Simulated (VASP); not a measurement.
# Ir (Immm) in VASP: notebook, part 2 of 2

VASP 6.6.1. The steps go on from the part before.

## (4) Single point, PBEsol (strain +0.0075 x Voigt [0, 0, 0, 0, 0, 1])

Contents of INCAR:

```
PREC = Accurate
ENCUT = 520
EDIFF = 1E-6
ISMEAR = 0
SIGMA = 0.15
LREAL = F
LASPH = T
NELM = 100
ALGO = Fast
ISIF = 2
LWAVE = F
LCHARG = F
GGA = PS
NBANDS = 10
```

Contents of KPOINTS:

```
regular mesh
0
Gamma
  22 22 22
```

Contents of POSCAR:

```
Ir
1.0
    0.0071988750      1.9197000000      1.9197000000
    1.9197000000      0.0071988750      1.9197000000
    1.9268988750      1.9268988750      0.0000000000
Ir
1
Direct
    0.0000000000      0.0000000000      0.0000000000
```

Potentials or basis: VASP PAW PBE potentials, release 64 (Ir).

Launch:

```sh
cat potpaw_PBE.64/Ir/POTCAR > POTCAR
mpirun -np 1 vasp_std > vasp.out
```

OUTCAR:

```text
PREC = Accurate
   ENCUT = 520
   EDIFF = 1E-6
   ISMEAR = 0
   LREAL = F
   LASPH = T
   NELM = 100
   ISIF = 2
   GGA = PS

 ion  position               nearest neighbor table
   1  0.000  0.000  0.000-

  LATTYP: Found a body centered orthorhombic cell.
 ALAT       =     2.7046850290
 B/A-ratio  =     1.0075282309
 C/A-ratio  =     1.4195368255

  Lattice vectors:

 A1 = (   1.9197000000,   0.0071988750,  -1.9197000000)
 A2 = (  -1.9197000000,  -0.0071988750,  -1.9197000000)
 A3 = (   0.0071988750,   1.9197000000,   1.9197000000)

Analysis of symmetry for initial positions (statically):
=====================================================================
 Subroutine PRICEL returns:
 Original cell was already a primitive cell.

 Routine SETGRP: Setting up the symmetry group for a
 body centered orthorhombic supercell.

 Subroutine GETGRP returns: Found  8 space group operations
 (whereof  8 operations were pure point group operations)
 out of a pool of  8 trial point group operations.

The static configuration has the point symmetry D_2h.

Analysis of symmetry for dynamics (positions and initial velocities):
=====================================================================
 Subroutine PRICEL returns:
 Original cell was already a primitive cell.

 Routine SETGRP: Setting up the symmetry group for a
 body centered orthorhombic supercell.

 Subroutine GETGRP returns: Found  8 space group operations
 (whereof  8 operations were pure point group operations)
 out of a pool of  8 trial point group operations.

The dynamic configuration has the point symmetry D_2h.

 Subroutine INISYM returns: Found  8 space group operations
 (whereof  8 operations are pure point group operations),
 and found     1 'primitive' translations

----------------------------------------------------------------------------------------

                                     Primitive cell

  volume of cell :      14.1489

  direct lattice vectors                    reciprocal lattice vectors
     0.007198875  1.919700000  1.919700000    -0.261437755  0.261437755  0.260457363
     1.919700000  0.007198875  1.919700000     0.261437755 -0.261437755  0.260457363
     1.926898875  1.926898875  0.000000000     0.259484297  0.259484297 -0.260457363

  length of vectors
     2.714875320  2.714875320  2.725046522     0.452258153  0.452258153  0.450002488

  position of ions in fractional coordinates (direct lattice)
     0.000000000  0.000000000  0.000000000

  ion indices of the primitive-cell ions
   primitive index   ion index
                 1           1

----------------------------------------------------------------------------------------

 KPOINTS: regular mesh

Automatic generation of k-mesh.
 Grid dimensions read from file:
 generate k-points for:   22   22   22

 Generating k-lattice:

  Cartesian coordinates                     Fractional coordinates (reciprocal lattice)
    -0.011883534  0.011883534  0.011838971     0.045454545  0.000000000  0.000000000
     0.011883534 -0.011883534  0.011838971     0.000000000  0.045454545  0.000000000
     0.011794741  0.011794741 -0.011838971    -0.000000000 -0.000000000  0.045454545

  Length of vectors
     0.020557189  0.020557189  0.020454659

  Shift w.r.t. Gamma in fractional coordinates (k-lattice)
     0.000000000  0.000000000  0.000000000

 Subroutine IBZKPT returns following result:
 ===========================================

 Found   1530 irreducible k-points:

 Following reciprocal coordinates:
            Coordinates               Weight
  0.000000  0.000000  0.000000      1.000000
  0.045455  0.000000  0.000000      4.000000
  0.090909  0.000000  0.000000      4.000000
  0.136364  0.000000  0.000000      4.000000
  0.181818  0.000000  0.000000      4.000000
  0.227273  0.000000  0.000000      4.000000
[... 16 lines left out ...]
  0.500000  0.045455  0.000000      4.000000
 -0.454545  0.045455  0.000000      4.000000
 [... further k-points ...]
   k-points           NKPTS =   1530   k-points in BZ     NKDIM =   1530   number of bands    NBANDS=     10
   number of dos      NEDOS =    301   number of ions     NIONS =      1
   total plane-waves  NPLWV =   8000
   dimension x,y,z NGX =    20 NGY =   20 NGZ =   20
   dimension x,y,z NGXF=    40 NGYF=   40 NGZF=   40
   ions per type =               1
   NGX,Y,Z   is equivalent  to a cutoff of  12.25, 12.25, 12.20 a.u.
   NGXF,Y,Z  is equivalent  to a cutoff of  24.49, 24.49, 24.40 a.u.
 SYSTEM =  unknown system
   PREC   = accura    normal or accurate (medium, high low for compatibility)
   ISTART =      0    job   : 0-new  1-cont  2-samecut
   ICHARG =      2    charge: 1-file 2-atom 10-const
   ISPIN  =      1    spin polarized calculation?
   LNONCOLLINEAR =      F non collinear calculations
   LSORBIT =      F    spin-orbit coupling
   LASPH  =      T    aspherical Exc in radial PAW
   ENCUT  =  520.0 eV  38.22 Ry    6.18 a.u.   5.05  5.05  5.07*2*pi/ulx,y,z
   NELM   =    100;   NELMIN=  2; NELMDL= -5     # of ELM steps
   EDIFF  = 0.1E-05   stopping-criterion for ELM
   LREAL  =      F    real-space projection
   EDIFFG = 0.1E-04   stopping-criterion for IOM
   NSW    =      0    number of steps for IOM
   IBRION =     -1    ionic relax: 0-MD 1-quasi-New 2-CG
   NFREE  =      0    steps in history (QN), initial steepest desc. (CG)
   ISIF   =      2    stress and relaxation
   ISYM   =      2    0-nonsym 1-usesym 2-fastsym
   POTIM  = 0.5000    time-step for ionic-motion
   TEBEG  =    0.0;   TEEND  =   0.0 temperature during run
   PSTRESS=    0.0 pullay stress
   NELECT =       9.0000    total number of electrons
   NUPDOWN=      -1.0000    fix difference up-down
   EMIN   =  10.00;   EMAX   =-10.00  energy-range for DOS
   EFERMI =   0.00;   METHOD = LEGACY
   ISMEAR =     0;   SIGMA  =   0.15  broadening in eV -4-tet -1-fermi 0-gaus
   EFERMI_NEDOS =   21; number of points for ismear=-14 and -15
   IALGO  =     68    algorithm
   IMIX   =      4    mixing-type and parameters
     AMIX     =   0.40;   BMIX     =  1.00
     AMIX_MAG =   1.60;   BMIX_MAG =  1.00
  volume/ion in A,a.u.               =      14.15        95.48
  Fermi-wavevector in a.u.,A,eV,Ry     =   1.407930  2.660602 26.970371  1.982266
  Thomas-Fermi vector in A             =   2.530139
   LORBIT       =      0    0 simple, 1 ext, 2 COOP (PROOUT), +10 PAW based schemes
   GGA     = PS    functional components
   LHFCALC =     F    Hartree Fock is set to
   AEXX    =    0.0000 exact exchange contribution
   IVDW    =     0    specifies the selected vdW correction
   LEPSILON=     F    determine dielectric tensor
   LRPA    =     F    only Hartree local field effects (RPA)
 non-spin polarized calculation
 RMM-DIIS sequential band-by-band and
 Gauss-broadening in eV      SIGMA  =   0.15
  energy-cutoff  :      520.00
  volume of cell :       14.15
 maximum number of plane-waves:       390
   NGX = 11   NGY = 11   NGZ = 11

 number of electron       9.0000000 magnetization

 Free energy of the ion-electron system (eV)
  ---------------------------------------------------
  ext. energy  EPLUGINS =         0.00000000
  ---------------------------------------------------
  free energy    TOTEN  =        -9.82090764 eV

  energy without entropy =       -9.80867301  energy(sigma->0) =       -9.81479033

 E-fermi :  10.2158     XC(G=0): -14.1011

 val. band max:       10.2133296715   @ k =   0.4545   0.3636   0.0000
 cond. band min:      10.2159330417   @ k =   0.1818  -0.0000   0.3636
 fundamental gap:      0.0026033703
 Fermi energy:        10.2158208285

 k-point     1 :       0.0000    0.0000    0.0000
  band No.  band energies     occupation
      1      -0.9451      2.00000
      2       6.2831      2.00000
      3       6.3392      2.00000
      4       6.4000      2.00000
      5       9.0565      2.00000
      6       9.0570      2.00000
      7      24.5630      0.00000
      8      30.0148      0.00000
      9      30.1365      0.00000
     10      30.2578      0.00000

 k-point     2 :       0.0455    0.0000    0.0000
  band No.  band energies     occupation
      1      -0.8521      2.00000
      2       6.3193      2.00000
      3       6.3242      2.00000
      4       6.4110      2.00000
      5       9.0280      2.00000
      6       9.0287      2.00000
      7      24.7260      0.00000
      8      29.6730      0.00000
      9      30.1690      0.00000
     10      30.3330      0.00000
[... 274 lines left out ...]
 k-point    24 :      -0.4545    0.0455    0.0000
  band No.  band energies     occupation
      1       2.1925      2.00000
      2       6.2291      2.00000
      3       6.2565      2.00000
      4       8.9431      2.00000
      5      10.9935      0.00000
      6      11.6294      0.00000
      7      17.6986      0.00000
      8      24.2706      0.00000
      9      29.7648      0.00000
     10      30.0926      0.00000

 [... further k-points ...]
[... 5 lines left out ...]
  --------------------------------------------------------------------------------------
  -------------------------------------------------------------------------------------
  Total       -0.1536243     -0.1536243     -0.1573689     -0.1823548      0.0000000      0.0000000
  in kB      -17.3958794    -17.3958794    -17.8199138    -20.6492319      0.0000000      0.0000000
  external PRESSURE =     -17.5372242 kB  Pullay stress =       0.0000000 kB

 VOLUME and BASIS-vectors are now :
 -----------------------------------------------------------------------------
  energy-cutoff  :      520.00
  volume of cell :       14.15
      direct lattice vectors                 reciprocal lattice vectors
     0.007198875  1.919700000  1.919700000    -0.261437755  0.261437755  0.260457363
     1.919700000  0.007198875  1.919700000     0.261437755 -0.261437755  0.260457363
     1.926898875  1.926898875  0.000000000     0.259484297  0.259484297 -0.260457363

 POSITION                                       TOTAL-FORCE (eV/Angst)
 -----------------------------------------------------------------------------------
      0.00000      0.00000      0.00000        -0.000000     -0.000000      0.000000
 -----------------------------------------------------------------------------------
    total drift:                                0.000000     -0.000000     -0.000000

  FREE ENERGIE OF THE ION-ELECTRON SYSTEM (eV)
  ---------------------------------------------------
  free  energy   TOTEN  =        -9.8209076439 eV

  energy  without entropy=       -9.8086730131  energy(sigma->0) =       -9.81479033
```

stdout:

```text
POSCAR found type information on POSCAR Ir
 POSCAR found :  1 types and       1 ions
 scaLAPACK will be used
 -----------------------------------------------------------------------------
|                                                                             |
|                                                                             |
|     You enforced a specific xc type in the INCAR file but a different       |
|     I HOPE YOU KNOW WHAT YOU ARE DOING!                                     |
|                                                                             |
 -----------------------------------------------------------------------------

 LDA part: xc-table for (Slater+PW92), standard interpolation
 POSCAR, INCAR and KPOINTS ok, starting setup
 FFT: planning ... GRIDC
 FFT: planning ... GRID_SOFT
 FFT: planning ... GRID
 WAVECAR not read
 entering main loop
```

It took 4.4 min on 1 thread of Intel Xeon Platinum 8259CL at 2.50GHz (Skylake/Cascade Lake), shared host; peak memory 0.33 GiB.

What came out:

```
Free energy            : -9.8209 eV
Pressure               : -1.8 GPa
Band gap on the k mesh : zero (an odd number of electrons rules out a gap without spin polarisation)
```

Caveat: the cell differs from its parent crystal (strain +0.0075 x Voigt [0, 0, 0, 0, 0, 1]); the PAW data sets were made with another functional, which shifts forces and pressure a little; spin-orbit coupling is left out, which moves the levels of the heavy elements.

## (5) Single point, PBEsol (strain +0.0025 x Voigt [0, 0, 0, 0, 0, 1])

Contents of INCAR:

```
SYSTEM = Ir
PREC     = Accurate       ! precision mode
ENCUT    = 520            ! plane-wave cutoff, eV
EDIFF    = 1E-6           ! SCF threshold, eV
ISMEAR   = 0              ! smearing method
SIGMA    = 0.15           ! smearing width, eV
LREAL    = .False.        ! projectors in reciprocal space
LASPH    = .True.         ! aspherical terms in the spheres
NELM     = 100            ! most SCF steps
ALGO     = Fast           ! electronic algorithm
ISIF     = 2              ! what is computed and relaxed
LWAVE    = .False.        ! write WAVECAR
LCHARG   = .True.         ! write CHGCAR
GGA      = PS             ! functional
LELF     = .True.         ! ELF
LVHAR    = .True.       
NBANDS   = 10             ! bands
```

Contents of KPOINTS:

```
regular mesh
0
Gamma
  22 22 22
  0 0 0
```

Contents of POSCAR:

```
Ir
1.0
    0.0023996250      1.9197000000      1.9197000000
    1.9197000000      0.0023996250      1.9197000000
    1.9220996250      1.9220996250      0.0000000000
Ir
1
Direct
    0.0000000000      0.0000000000      0.0000000000
```

Potentials or basis: VASP PAW PBE potentials, release 64 (Ir).

Launch:

```sh
cat potpaw_PBE.64/Ir/POTCAR > POTCAR
mpirun -np 1 vasp_std > vasp.out
```

OUTCAR:

```text
SYSTEM = Ir
   PREC = Accurate
   ENCUT = 520
   EDIFF = 1E-6
   ISMEAR = 0
   LREAL = .False.
   LASPH = .True.
   NELM = 100
   ISIF = 2
   GGA = PS

 ion  position               nearest neighbor table
   1  0.000  0.000  0.000-

  LATTYP: Found a body centered orthorhombic cell.
 ALAT       =     2.7114721935
 B/A-ratio  =     1.0025031289
 C/A-ratio  =     1.4159835418

  Lattice vectors:

 A1 = (   1.9197000000,   0.0023996250,  -1.9197000000)
 A2 = (  -1.9197000000,  -0.0023996250,  -1.9197000000)
 A3 = (   0.0023996250,   1.9197000000,   1.9197000000)

Analysis of symmetry for initial positions (statically):
=====================================================================
 Subroutine PRICEL returns:
 Original cell was already a primitive cell.

 Routine SETGRP: Setting up the symmetry group for a
 body centered orthorhombic supercell.

 Subroutine GETGRP returns: Found  8 space group operations
 (whereof  8 operations were pure point group operations)
 out of a pool of  8 trial point group operations.

The static configuration has the point symmetry D_2h.

Analysis of symmetry for dynamics (positions and initial velocities):
[... 160 lines left out ...]
 val. band max:       10.2146993874   @ k =  -0.0909   0.0455   0.2273
 cond. band min:      10.2165889424   @ k =   0.4091   0.3636   0.2273
 fundamental gap:      0.0018895550
 Fermi energy:        10.2155589099

 k-point     1 :       0.0000    0.0000    0.0000
  band No.  band energies     occupation
      1      -0.9452      2.00000
      2       6.3217      2.00000
      3       6.3409      2.00000
      4       6.3607      2.00000
      5       9.0557      2.00000
      6       9.0558      2.00000
      7      24.5633      0.00000
      8      30.0949      0.00000
      9      30.1354      0.00000
     10      30.1759      0.00000
[... 287 lines left out ...]
 k-point    24 :      -0.4545    0.0455    0.0000
  band No.  band energies     occupation
      1       2.1860      2.00000
      2       6.2016      2.00000
      3       6.2951      2.00000
      4       8.9218      2.00000
      5      11.0072      0.00000
      6      11.5955      0.00000
      7      17.6609      0.00000
      8      24.2901      0.00000
      9      29.7560      0.00000
     10      30.1688      0.00000

 [... further k-points ...]
[... 5 lines left out ...]
  --------------------------------------------------------------------------------------
  -------------------------------------------------------------------------------------
  Total       -0.1568139     -0.1568139     -0.1572384     -0.0607774      0.0000000      0.0000000
  in kB      -17.7568424    -17.7568424    -17.8049106     -6.8821336      0.0000000      0.0000000
  external PRESSURE =     -17.7728651 kB  Pullay stress =       0.0000000 kB

 VOLUME and BASIS-vectors are now :
 -----------------------------------------------------------------------------
  energy-cutoff  :      520.00
  volume of cell :       14.15
      direct lattice vectors                 reciprocal lattice vectors
     0.002399625  1.919700000  1.919700000    -0.260783342  0.260783342  0.260457363
     1.919700000  0.002399625  1.919700000     0.260783342 -0.260783342  0.260457363
     1.922099625  1.922099625  0.000000000     0.260132198  0.260132198 -0.260457363

 POSITION                                       TOTAL-FORCE (eV/Angst)
 -----------------------------------------------------------------------------------
      0.00000      0.00000      0.00000        -0.000000      0.000000      0.000000
 -----------------------------------------------------------------------------------
    total drift:                                0.000000     -0.000000     -0.000000

  FREE ENERGIE OF THE ION-ELECTRON SYSTEM (eV)
  ---------------------------------------------------
  free  energy   TOTEN  =        -9.8215134368 eV

  energy  without entropy=       -9.8092786708  energy(sigma->0) =       -9.81539605
```

OSZICAR:

```text
N       E                     dE             d eps       ncg     rms          rms(c)
DAV:   1     0.467448809320E+02    0.46745E+02   -0.43915E+03 30960   0.820E+02
DAV:   2    -0.955950841540E+01   -0.56304E+02   -0.53306E+02 31322   0.196E+02
DAV:   3    -0.104493952322E+02   -0.88989E+00   -0.88629E+00 35732   0.299E+01
DAV:   4    -0.104574133906E+02   -0.80182E-02   -0.80166E-02 34498   0.264E+00
DAV:   5    -0.104575722064E+02   -0.15882E-03   -0.15881E-03 34898   0.357E-01    0.158E+01
RMM:   6    -0.992041018775E+01    0.53716E+00   -0.44644E-01 31727   0.821E+00    0.603E+00
RMM:   7    -0.982648441239E+01    0.93926E-01   -0.19039E-01 32475   0.388E+00    0.154E+00
RMM:   8    -0.982631010454E+01    0.17431E-03   -0.20867E-02 37571   0.179E+00    0.134E+00
RMM:   9    -0.982407632679E+01    0.22338E-02   -0.47106E-03 38428   0.594E-01    0.636E-01
RMM:  10    -0.982146650331E+01    0.26098E-02   -0.39170E-03 32445   0.936E-01    0.282E-01
RMM:  11    -0.982156183514E+01   -0.95332E-04   -0.26991E-04 35825   0.139E-01    0.229E-01
RMM:  12    -0.982158327504E+01   -0.21440E-04   -0.73592E-05 40013   0.624E-02    0.248E-01
RMM:  13    -0.982154452979E+01    0.38745E-04   -0.23985E-05 33651   0.536E-02    0.165E-01
RMM:  14    -0.982151339505E+01    0.31135E-04   -0.78892E-05 43472   0.933E-02    0.277E-02
RMM:  15    -0.982151317798E+01    0.21707E-06   -0.15019E-05 39148   0.373E-02    0.212E-02
RMM:  16    -0.982151343685E+01   -0.25886E-06   -0.23125E-06 25573   0.159E-02
   1 F= -.98215134E+01 E0= -.98153961E+01  d E =-.122348E-01
```

Wall time 5.2 min (1 thread of Intel Xeon Platinum 8259CL at 2.50GHz (Skylake/Cascade Lake), shared host); peak memory 0.33 GiB.

Results:

```yaml
Free_energy: -9.8215 eV
Pressure: -1.8 GPa
Band_gap_on_the_k_mesh: zero (an odd number of electrons rules out a gap without spin polarisation)
```

Caveat: the cell differs from its parent crystal (strain +0.0025 x Voigt [0, 0, 0, 0, 0, 1]); the PAW data sets were made with another functional, which shifts forces and pressure a little; spin-orbit coupling is left out, which moves the levels of the heavy elements.

## (6) Summary

```tsv
cell	further INCAR settings	gap on the mesh (eV)	pressure (GPa)
a = 2.715, b = 2.715, c = 2.739 Å, angles 59.7, 59.7, 59.4°, 1 atom	ALGO = Fast; EDIFF = 1e-06; NBANDS = 10	none	-1.6
a = 2.715, b = 2.715, c = 2.732 Å, angles 59.8, 59.8, 59.6°, 1 atom	ALGO = Fast; EDIFF = 1e-07; NBANDS = 10	none	-1.6
a = 2.715, b = 2.715, c = 2.725 Å, angles 59.9, 59.9, 59.8°, 1 atom	ALGO = Fast; EDIFF = 1e-06; NBANDS = 10	none	-1.8
a = 2.715, b = 2.715, c = 2.718 Å, angles 60.0°, 1 atom	ALGO = Fast; EDIFF = 1e-06; NBANDS = 10	none	-1.8
```

Alike in all rows: task single point; level PBEsol; potentials or basis VASP PAW PBE potentials, release 64 (Ir); no spin polarisation; k mesh 22 × 22 × 22; cutoff (eV) 520; smearing gaussian 0.15 eV.

Caveats: the PAW data sets were made with another functional, which shifts forces and pressure a little; spin-orbit coupling is left out, which moves the levels of the heavy elements.

Absolute energies hang on the potentials; compare differences alone.
